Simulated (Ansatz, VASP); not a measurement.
## C in VASP and in Ansatz

```
CELL_PARAMETERS angstrom
1.40848 -2.58905 0.00000
1.40848 2.58905 0.00000
0.00000 0.00000 2.63864
ATOMIC_POSITIONS crystal
C 0.00000 0.50000 0.00000
C 0.50000 0.00000 0.00000
C 0.50000 0.50000 0.50000
```

Alike in both runs: functional PBE; k mesh 8 × 8 × 6; occupations gaussian, width 0.1 eV; no spin polarisation.

Ansatz relaxed the structure, and its values are those at the end. VASP's run is a single point on that final structure, the one shown.

```csv
,VASP,Ansatz
version,VASP 6.6.1,Ansatz 0.2.0
potentials or method,"VASP PAW PBE potentials, release 64 (C), cutoff 520 eV","scalar-relativistic, plane waves, PAW"
valence electrons in the cell,12,12
```

|  | VASP | Ansatz | Ansatz less VASP |
| --- | --- | --- | --- |
| gap on the k mesh at the Fermi level (eV) | none | none | - |
| pressure (GPa) | 0.2 | 0.0 | -0.20 |

A gap of «none» marks a metal or a gap that the smearing closes.

The k mesh is coarse, so the values compare programs but aren't converged.
